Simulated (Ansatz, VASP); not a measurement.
## CdF2: VASP beside Ansatz

Contents of INCAR:

```
SYSTEM = CdF2
PREC = Accurate ; ENCUT = 520
EDIFF = 1E-7 ; ISMEAR = 0
SIGMA = 0.05 ; LREAL = .FALSE.
LASPH = .TRUE. ; NELM = 60
ALGO = Normal ; ISIF = 2
LWAVE = .FALSE. ; LCHARG = .TRUE.
GGA = PE ; LELF = .TRUE.
LVHAR = .TRUE. ; NBANDS = 20
```

KPOINTS

```
regular mesh
0
G
  8 8 8
  0 0 0
```

POSCAR

```
CdF2
1.0
    0.0000000000      2.6940000000      2.6940000000
    2.6940000000      0.0000000000      2.6940000000
    2.6940000000      2.6940000000      0.0000000000
Cd F
1 2
Direct
    0.0023199703     -0.0023199703      0.0023199703
    0.2500000000      0.2500000000      0.2500000000
    0.7500000000      0.7500000000      0.7500000000
```

Input for Ansatz:

```yaml
crystal:
  lattice:
    - [0.0, 2.694, 2.694]
    - [2.694, 0.0, 2.694]
    - [2.694, 2.694, 0.0]
  atoms:
    - { symbol: Cd, position: [0.0023199703, -0.0023199703, 0.0023199703] }
    - { symbol: F, position: [0.25, 0.25, 0.25] }
    - { symbol: F, position: [0.75, 0.75, 0.75] }
basis:
  ecutwfc: 420
kpoints:
  mp_grid: { grid: [8, 8, 8] }
hamiltonian:
  xc: pbe
scf:
  occupations: { method: gaussian, width: 0.05 }
output:
  forces: true
  stress: true
  eigenvalues: true
```

Change from the starting cell: all Cd atoms moved +0.013 Å, as atom 1 along Cartesian [0 1 0].

Alike in both runs: task single point; functional PBE; k mesh 8 × 8 × 8; occupations gaussian, width 0.05 eV; no spin polarisation.

```csv
,VASP,Ansatz
version,VASP 6.6.1,Ansatz 0.2.0
potentials or method,"VASP PAW PBE potentials, release 64 (Cd, F), cutoff 520 eV","scalar-relativistic, plane waves, PAW"
valence electrons in the cell,26,34
```

VASP gave:

| Item | Value |
| --- | --- |
| gap on the k mesh at the Fermi level (eV) | 3.07 |
| least direct gap on the mesh (eV) | 3.57 |
| pressure (GPa) | 6.2 |
| rms of the force components (eV/Å) | 0.030 |

Problem. Estimate Ansatz's values.

Solution. gap on the k mesh at the Fermi level (eV): 3.10; least direct gap on the mesh (eV): 3.60; pressure (GPa): 5.5; rms of the force components (eV/Å): 0.027.

Atom by atom the forces differ by 0.003 eV/Å (rms over components). VASP's potentials hold 26 valence electrons a cell and Ansatz's 34, so a difference there can come from the potentials and not from the codes.
